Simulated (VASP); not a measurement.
# Ir (P6_3/mmc) in VASP: a series of runs

The runs below take Ir through single point, with LDA.

All numbers are computed with VASP 6.6.1; they aren't measurements. Logs are shortened: lines on timing, memory, paths and dates and some standing lists are left out, and cuts for length are marked.

### 1 The cell of the first run

Symmetry: P6_3/mmc, No. 194, hexagonal system. Conventional cell: a = 2.695 Å, b = 2.695 Å, c = 4.371 Å, α = 90.00°, β = 90.00°, γ = 120.00°. Ir (site symmetry -6m2) has 12 Ir at 2.68 to 2.70 Å within 3.5 Å.

### 2 Single point, LDA

INCAR

```
ALGO     = Normal         # electronic algorithm
EDIFF    = 1E-7           # SCF threshold, eV
ENCUT    = 520            # plane-wave cutoff, eV
ISIF     = 2              # what is computed and relaxed
ISMEAR   = 0              # smearing method
LASPH    = True           # aspherical terms in the spheres
LCHARG   = False          # write CHGCAR
LREAL    = False          # projectors in reciprocal space
LWAVE    = False          # write WAVECAR
NBANDS   = 16             # bands
NELM     = 60             # most SCF steps
PREC     = Accurate       # precision mode
SIGMA    = 0.1            # smearing width, eV
```

KPOINTS

```
k-points
0
Gamma
  12 12 7
```

POSCAR

```
Ir
1.0
    2.6952116686      0.0000000000      0.0000000000
   -1.3476058343      2.3341215352      0.0000000000
    0.0000000000      0.0000000000      4.3711972971
Ir
2
Direct
    0.6666666667      0.3333333333      0.7500000000
    0.3333333333      0.6666666667      0.2500000000
```

Potentials or basis: VASP PAW LDA potentials, release 64 (Ir).

Launch:

```bash
cat potpaw_LDA.64/Ir/POTCAR > POTCAR
mpirun -np 1 vasp_std > vasp.out
```

OUTCAR:

```text
EDIFF = 1E-7
   ENCUT = 520
   ISIF = 2
   ISMEAR = 0
   LASPH = True
   LREAL = False
   NELM = 60
   PREC = Accurate

 ion  position               nearest neighbor table
   1  0.667  0.333  0.750-   2 2.68   2 2.68   2 2.68   2 2.68   2 2.68   2 2.68
   2  0.333  0.667  0.250-   1 2.68   1 2.68   1 2.68   1 2.68   1 2.68   1 2.68

  LATTYP: Found a hexagonal cell.
 ALAT       =     2.6952116686
 C/A-ratio  =     1.6218382207

  Lattice vectors:

 A1 = (   2.6952116686,   0.0000000000,   0.0000000000)
 A2 = (  -1.3476058343,   2.3341215352,   0.0000000000)
 A3 = (   0.0000000000,   0.0000000000,   4.3711972971)

Analysis of symmetry for initial positions (statically):
=====================================================================
 Subroutine PRICEL returns:
 Original cell was already a primitive cell.

 Routine SETGRP: Setting up the symmetry group for a
 hexagonal supercell.

 Subroutine GETGRP returns: Found 24 space group operations
 (whereof 12 operations were pure point group operations)
 out of a pool of 24 trial point group operations.

The static configuration has the point symmetry D_3d.
 The point group associated with its full space group is D_6h.

Analysis of symmetry for dynamics (positions and initial velocities):
=====================================================================
 Subroutine PRICEL returns:
 Original cell was already a primitive cell.

 Routine SETGRP: Setting up the symmetry group for a
 hexagonal supercell.

 Subroutine GETGRP returns: Found 24 space group operations
 (whereof 12 operations were pure point group operations)
 out of a pool of 24 trial point group operations.

The dynamic configuration has the point symmetry D_3d.
 The point group associated with its full space group is D_6h.

 Subroutine INISYM returns: Found 24 space group operations
 (whereof 12 operations are pure point group operations),
 and found     1 'primitive' translations

----------------------------------------------------------------------------------------

                                     Primitive cell

  volume of cell :      27.4990

  direct lattice vectors                    reciprocal lattice vectors
     2.695211669  0.000000000  0.000000000     0.371028373  0.214213353  0.000000000
    -1.347605834  2.334121535  0.000000000     0.000000000  0.428426706  0.000000000
     0.000000000  0.000000000  4.371197297     0.000000000  0.000000000  0.228770273

  length of vectors
     2.695211669  2.695211462  4.371197297     0.428426673  0.428426706  0.228770273

  position of ions in fractional coordinates (direct lattice)
     0.666666667  0.333333333  0.750000000
     0.333333333  0.666666667  0.250000000

  ion indices of the primitive-cell ions
   primitive index   ion index
                 1           1
                 2           2

----------------------------------------------------------------------------------------

 KPOINTS: k-points

Automatic generation of k-mesh.
 Grid dimensions read from file:
 generate k-points for:   12   12    7

 Generating k-lattice:

  Cartesian coordinates                     Fractional coordinates (reciprocal lattice)
     0.030919031  0.017851113  0.000000000     0.083333333 -0.000000000  0.000000000
     0.000000000  0.035702225  0.000000000     0.000000000  0.083333333  0.000000000
     0.000000000  0.000000000  0.032681468     0.000000000  0.000000000  0.142857143

  Length of vectors
     0.035702223  0.035702225  0.032681468

  Shift w.r.t. Gamma in fractional coordinates (k-lattice)
     0.000000000  0.000000000  0.000000000

 Subroutine IBZKPT returns following result:
 ===========================================

 Found     76 irreducible k-points:

 Following reciprocal coordinates:
            Coordinates               Weight
  0.000000  0.000000  0.000000      1.000000
  0.083333 -0.000000  0.000000      6.000000
  0.166667  0.000000  0.000000      6.000000
  0.250000 -0.000000  0.000000      6.000000
  0.333333  0.000000  0.000000      6.000000
  0.416667 -0.000000  0.000000      6.000000
[... 16 lines left out ...]
  0.250000 -0.000000  0.142857     12.000000
  0.333333  0.000000  0.142857     12.000000
 [... further k-points ...]
   k-points           NKPTS =     76   k-points in BZ     NKDIM =     76   number of bands    NBANDS=     16
   number of dos      NEDOS =    301   number of ions     NIONS =      2
   total plane-waves  NPLWV =  14400
   dimension x,y,z NGX =    20 NGY =   20 NGZ =   36
   dimension x,y,z NGXF=    40 NGYF=   40 NGZF=   72
   ions per type =               2
   NGX,Y,Z   is equivalent  to a cutoff of  12.34, 12.34, 13.69 a.u.
   NGXF,Y,Z  is equivalent  to a cutoff of  24.67, 24.67, 27.38 a.u.
 SYSTEM =  unknown system
   PREC   = accura    normal or accurate (medium, high low for compatibility)
   ISTART =      0    job   : 0-new  1-cont  2-samecut
   ICHARG =      2    charge: 1-file 2-atom 10-const
   ISPIN  =      1    spin polarized calculation?
   LNONCOLLINEAR =      F non collinear calculations
   LSORBIT =      F    spin-orbit coupling
   LASPH  =      T    aspherical Exc in radial PAW
   ENCUT  =  520.0 eV  38.22 Ry    6.18 a.u.   5.01  5.01  8.13*2*pi/ulx,y,z
   NELM   =     60;   NELMIN=  2; NELMDL= -5     # of ELM steps
   EDIFF  = 0.1E-06   stopping-criterion for ELM
   LREAL  =      F    real-space projection
   EDIFFG = 0.1E-05   stopping-criterion for IOM
   NSW    =      0    number of steps for IOM
   IBRION =     -1    ionic relax: 0-MD 1-quasi-New 2-CG
   NFREE  =      0    steps in history (QN), initial steepest desc. (CG)
   ISIF   =      2    stress and relaxation
   ISYM   =      2    0-nonsym 1-usesym 2-fastsym
   POTIM  = 0.5000    time-step for ionic-motion
   TEBEG  =    0.0;   TEEND  =   0.0 temperature during run
   PSTRESS=    0.0 pullay stress
   NELECT =      18.0000    total number of electrons
   NUPDOWN=      -1.0000    fix difference up-down
   EMIN   =  10.00;   EMAX   =-10.00  energy-range for DOS
   EFERMI =   0.00;   METHOD = LEGACY
   ISMEAR =     0;   SIGMA  =   0.10  broadening in eV -4-tet -1-fermi 0-gaus
   EFERMI_NEDOS =   21; number of points for ismear=-14 and -15
   IALGO  =     38    algorithm
   IMIX   =      4    mixing-type and parameters
     AMIX     =   0.40;   BMIX     =  1.00
     AMIX_MAG =   1.60;   BMIX_MAG =  1.00
  volume/ion in A,a.u.               =      13.75        92.79
  Fermi-wavevector in a.u.,A,eV,Ry     =   1.421434  2.686121 27.490232  2.020475
  Thomas-Fermi vector in A             =   2.542244
   LORBIT       =      0    0 simple, 1 ext, 2 COOP (PROOUT), +10 PAW based schemes
   GGA     = CA    functional components
   LHFCALC =     F    Hartree Fock is set to
   AEXX    =    0.0000 exact exchange contribution
   IVDW    =     0    specifies the selected vdW correction
   LEPSILON=     F    determine dielectric tensor
   LRPA    =     F    only Hartree local field effects (RPA)
 non-spin polarized calculation
 Gauss-broadening in eV      SIGMA  =   0.10
  energy-cutoff  :      520.00
  volume of cell :       27.50
 maximum number of plane-waves:       762
 NGX is ok and might be reduce to    20
   NGX =  9   NGY =  9   NGZ = 17

 number of electron      18.0000001 magnetization

 Free energy of the ion-electron system (eV)
  ---------------------------------------------------
  ext. energy  EPLUGINS =         0.00000000
  ---------------------------------------------------
  free energy    TOTEN  =       -20.50348142 eV

  energy without entropy =      -20.49472810  energy(sigma->0) =      -20.49910476

 E-fermi :  10.9917     XC(G=0): -14.3039

 val. band max:       10.9913989440   @ k =   0.3333   0.3333   0.1429
 cond. band min:      11.0061074349   @ k =   0.2500   0.0833   0.4286
 fundamental gap:      0.0147084909
 Fermi energy:        10.9917098495

 k-point     1 :       0.0000    0.0000    0.0000
  band No.  band energies     occupation
      1      -0.5945      2.00000
      2       2.4200      2.00000
      3       6.7839      2.00000
      4       6.8894      2.00000
      5       6.8894      2.00000
      6       7.5852      2.00000
[... 8 lines left out ...]
     15      27.3508      0.00000
     16      28.5045      0.00000

 k-point     2 :       0.0833   -0.0000    0.0000
  band No.  band energies     occupation
      1      -0.3145      2.00000
      2       2.6689      2.00000
      3       6.3703      2.00000
      4       7.1287      2.00000
      5       7.2361      2.00000
      6       7.4448      2.00000
[... 8 lines left out ...]
     15      27.7187      0.00000
     16      28.9590      0.00000

 k-point     3 :       0.1667    0.0000    0.0000
  band No.  band energies     occupation
      1       0.4703      2.00000
      2       3.2840      2.00000
      3       5.8637      2.00000
      4       6.7881      2.00000
      5       7.0117      2.00000
      6       7.8238      2.00000
[... 8 lines left out ...]
     15      28.2605      0.00000
     16      29.0292      0.00000

 k-point     4 :       0.2500   -0.0000    0.0000
  band No.  band energies     occupation
      1       1.5629      2.00000
      2       3.6980      2.00000
      3       5.5002      2.00000
      4       5.7684      2.00000
      5       6.7573      2.00000
      6       7.3620      2.00000
[... 8 lines left out ...]
     15      26.9840      0.00000
     16      27.2686      0.00000
[... 324 lines left out ...]
 k-point    22 :       0.1667    0.0000    0.1429
  band No.  band energies     occupation
      1       0.6808      2.00000
      2       3.3382      2.00000
      3       5.9119      2.00000
      4       6.3329      2.00000
      5       6.8642      2.00000
      6       7.4699      2.00000
[... 8 lines left out ...]
     15      27.9023      0.00000
     16      28.7475      0.00000

 k-point    23 :       0.2500   -0.0000    0.1429
  band No.  band energies     occupation
      1       1.7077      2.00000
      2       3.7865      2.00000
      3       5.3265      2.00000
      4       5.8247      2.00000
      5       6.5174      2.00000
      6       7.4234      2.00000
[... 8 lines left out ...]
     15      27.0851      0.00000
     16      27.5992      0.00000

 k-point    24 :       0.3333    0.0000    0.1429
  band No.  band energies     occupation
      1       2.5210      2.00000
      2       3.5728      2.00000
      3       4.6658      2.00000
      4       5.7822      2.00000
      5       7.0501      2.00000
      6       7.1010      2.00000
[... 8 lines left out ...]
     15      25.5275      0.00000
     16      25.8665      0.00000

 [... further k-points ...]
[... 5 lines left out ...]
  --------------------------------------------------------------------------------------
  -------------------------------------------------------------------------------------
  Total        1.0937158      1.0937156      1.4444578     -0.0000000     -0.0000000      0.0000000
  in kB       63.7233088     63.7232958     84.1586353     -0.0000000     -0.0000000      0.0000000
  external PRESSURE =      70.5350800 kB  Pullay stress =       0.0000000 kB

 VOLUME and BASIS-vectors are now :
 -----------------------------------------------------------------------------
  energy-cutoff  :      520.00
  volume of cell :       27.50
      direct lattice vectors                 reciprocal lattice vectors
     2.695211669  0.000000000  0.000000000     0.371028373  0.214213353  0.000000000
    -1.347605834  2.334121535  0.000000000     0.000000000  0.428426706  0.000000000
     0.000000000  0.000000000  4.371197297     0.000000000  0.000000000  0.228770273

 POSITION                                       TOTAL-FORCE (eV/Angst)
 -----------------------------------------------------------------------------------
      1.34761      0.77804      3.27840         0.000000     -0.000000      0.000000
     -0.00000      1.55608      1.09280        -0.000000      0.000000      0.000000
 -----------------------------------------------------------------------------------
    total drift:                               -0.000000      0.000000     -0.000000

  FREE ENERGIE OF THE ION-ELECTRON SYSTEM (eV)
  ---------------------------------------------------
  free  energy   TOTEN  =       -20.5034814229 eV

  energy  without entropy=      -20.4947280995  energy(sigma->0) =      -20.49910476
```

Run time: 41 s. Hardware: 1 thread of Intel Xeon 6975P-C, shared host; peak memory 0.15 GiB.

Results:

| Quantity | Value |
| --- | --- |
| Free energy | -20.5035 eV |
| Pressure | 7.1 GPa |
| Band gap on the k mesh | zero (band 9 reaches 11.99 eV, above the bottom of band 10 at 8.46 eV) |

Caveat: spin-orbit coupling is left out, which moves the levels of the heavy elements.

### 3 Single point, LDA

This run uses another cell than the first one, of 14.04 Å³/atom, 1.021 times its volume.

INCAR

```
ALGO = Normal
EDIFF = 1E-6
ENCUT = 520
ISIF = 2
ISMEAR = 0
LASPH = True
LCHARG = False
LREAL = False
LWAVE = False
NBANDS = 16
NELM = 80
PREC = Accurate
SIGMA = 0.1
```

KPOINTS is that of step 2.

POSCAR

```
Ir
1.0
    2.7141926579      0.0000000000      0.0000000000
   -1.3570963289      2.3505595523      0.0000000000
    0.0000000000      0.0000000000      4.4019813909
Ir
2
Direct
    0.6666666667      0.3333333333      0.7500000000
    0.3333333333      0.6666666667      0.2500000000
```

Potentials or basis: VASP PAW LDA potentials, release 64 (Ir).

Launch:

```bash
cat potpaw_LDA.64/Ir/POTCAR > POTCAR
mpirun -np 1 vasp_std > vasp.out
```

OUTCAR:

```text
EDIFF = 1E-6
   ENCUT = 520
   ISIF = 2
   ISMEAR = 0
   LASPH = True
   LREAL = False
   NELM = 80
   PREC = Accurate

 ion  position               nearest neighbor table
   1  0.667  0.333  0.750-   2 2.70   2 2.70   2 2.70   2 2.70   2 2.70   2 2.70
   2  0.333  0.667  0.250-   1 2.70   1 2.70   1 2.70   1 2.70   1 2.70   1 2.70

  LATTYP: Found a hexagonal cell.
 ALAT       =     2.7141926579
 C/A-ratio  =     1.6218382207

  Lattice vectors:

 A1 = (   2.7141926579,   0.0000000000,   0.0000000000)
 A2 = (  -1.3570963289,   2.3505595523,   0.0000000000)
 A3 = (   0.0000000000,   0.0000000000,   4.4019813909)

Analysis of symmetry for initial positions (statically):
=====================================================================
 Subroutine PRICEL returns:
 Original cell was already a primitive cell.

 Routine SETGRP: Setting up the symmetry group for a
 hexagonal supercell.

 Subroutine GETGRP returns: Found 24 space group operations
 (whereof 12 operations were pure point group operations)
 out of a pool of 24 trial point group operations.

[... 157 lines left out ...]
  ---------------------------------------------------
  ext. energy  EPLUGINS =         0.00000000
  ---------------------------------------------------
  free energy    TOTEN  =       -20.51332590 eV

  energy without entropy =      -20.50420653  energy(sigma->0) =      -20.50876621

 E-fermi :  10.6054     XC(G=0): -14.1820

 val. band max:       10.6047550995   @ k =   0.3333   0.3333   0.1429
 cond. band min:      10.6225667652   @ k =   0.2500   0.0833   0.4286
 fundamental gap:      0.0178116657
 Fermi energy:        10.6053786137

 k-point     1 :       0.0000    0.0000    0.0000
  band No.  band energies     occupation
      1      -0.7441      2.00000
      2       2.2706      2.00000
      3       6.5338      2.00000
      4       6.6390      2.00000
      5       6.6390      2.00000
      6       7.3102      2.00000
[... 433 lines left out ...]
      3       4.4696      2.00000
      4       5.5591      2.00000
      5       6.7862      2.00000
      6       6.8437      2.00000
[... 8 lines left out ...]
     15      24.9686      0.00000
     16      25.4155      0.00000

 [... further k-points ...]
[... 5 lines left out ...]
  --------------------------------------------------------------------------------------
  -------------------------------------------------------------------------------------
  Total       -0.3944737     -0.3944737     -0.0912840     -0.0000000      0.0000000      0.0000000
  in kB      -22.5044571    -22.5044525     -5.2076904     -0.0000000      0.0000000      0.0000000
  external PRESSURE =     -16.7388667 kB  Pullay stress =       0.0000000 kB

 VOLUME and BASIS-vectors are now :
 -----------------------------------------------------------------------------
  energy-cutoff  :      520.00
  volume of cell :       28.08
      direct lattice vectors                 reciprocal lattice vectors
     2.714192658  0.000000000  0.000000000     0.368433684  0.212715308  0.000000000
    -1.357096329  2.350559552  0.000000000     0.000000000  0.425430617  0.000000000
     0.000000000  0.000000000  4.401981391     0.000000000  0.000000000  0.227170429

 POSITION                                       TOTAL-FORCE (eV/Angst)
 -----------------------------------------------------------------------------------
      1.35710      0.78352      3.30149        -0.000000      0.000000      0.000000
     -0.00000      1.56704      1.10050         0.000000     -0.000000      0.000000
 -----------------------------------------------------------------------------------
    total drift:                               -0.000000      0.000000     -0.000000

  FREE ENERGIE OF THE ION-ELECTRON SYSTEM (eV)
  ---------------------------------------------------
  free  energy   TOTEN  =       -20.5133258999 eV

  energy  without entropy=      -20.5042065262  energy(sigma->0) =      -20.50876621
```

OSZICAR:

```text
N       E                     dE             d eps       ncg     rms          rms(c)
DAV:   1     0.144601270109E+03    0.14460E+03   -0.83413E+03  2432   0.114E+03
DAV:   2    -0.179230770874E+02   -0.16252E+03   -0.14570E+03  2432   0.313E+02
DAV:   3    -0.216704921305E+02   -0.37474E+01   -0.37047E+01  3440   0.571E+01
DAV:   4    -0.217123545514E+02   -0.41862E-01   -0.41855E-01  2672   0.506E+00
DAV:   5    -0.217135433548E+02   -0.11888E-02   -0.11888E-02  3488   0.880E-01    0.232E+01
DAV:   6    -0.207115207762E+02    0.10020E+01   -0.12318E+00  3088   0.146E+01    0.932E+00
DAV:   7    -0.205275488174E+02    0.18397E+00   -0.35521E-01  3288   0.731E+00    0.208E+00
DAV:   8    -0.205185461283E+02    0.90027E-02   -0.56426E-03  2784   0.706E-01    0.113E+00
DAV:   9    -0.205133400856E+02    0.52060E-02   -0.45138E-03  3168   0.900E-01    0.463E-02
DAV:  10    -0.205133333927E+02    0.66928E-05   -0.33472E-05  3680   0.551E-02    0.422E-02
DAV:  11    -0.205133259010E+02    0.74917E-05   -0.61773E-06  3152   0.270E-02    0.190E-03
DAV:  12    -0.205133258999E+02    0.11407E-08   -0.92716E-08  2040   0.255E-03
   1 F= -.20513326E+02 E0= -.20508766E+02  d E =-.911937E-02
```

stdout:

```text
POSCAR found type information on POSCAR Ir
 POSCAR found :  1 types and       2 ions
 scaLAPACK will be used
 LDA part: xc-table for (Slater(with rela. corr.)+CA(PZ))
 , standard interpolation
 POSCAR, INCAR and KPOINTS ok, starting setup
 FFT: planning ... GRIDC
 FFT: planning ... GRID_SOFT
 FFT: planning ... GRID
 WAVECAR not read
 entering main loop
```

Run time: 47 s. Hardware: 1 thread of Intel Xeon 6975P-C, shared host; peak memory 0.15 GiB.

What came out:

- Free energy: -20.5133 eV
- Pressure: -1.7 GPa
- Band gap on the k mesh: zero (band 9 reaches 11.56 eV, above the bottom of band 10 at 8.15 eV)

Caveat: spin-orbit coupling is left out, which moves the levels of the heavy elements.

(Part 1 of 2 ends here.)
